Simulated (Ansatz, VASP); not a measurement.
**One calculation of Sn, two programs**

```
CELL_PARAMETERS angstrom
-1.90720 1.90720 1.90720
1.90720 -1.90720 1.90720
1.90720 1.90720 -1.90720
ATOMIC_POSITIONS crystal
Sn 0.00000 0.00000 0.00000
```

Change from the starting cell: volume scaled by 1.02.

Alike in both runs: task single point; functional LDA; k mesh 10 × 10 × 10; occupations fermi-dirac, width 0.05 eV; no spin polarisation.

```csv
,VASP,Ansatz
version,VASP 6.6.1,Ansatz 0.2.0
potentials or method,"VASP PAW LDA potentials, release 64 (Sn_d), cutoff 520 eV","all-electron LAPW, scalar-relativistic"
```

Ansatz gave:

- gap on the k mesh at the Fermi level (eV): none
- pressure (GPa): -4.1

Question: Which values does VASP return?

Answer: gap on the k mesh at the Fermi level (eV): none; pressure (GPa): -4.2.

LDA's correlation is that of Perdew and Zunger in VASP and of Perdew and Wang (1992) in Ansatz. A gap of «none» marks a metal or a gap that the smearing closes. Ansatz ran all-electron here, and VASP with PAW potentials.
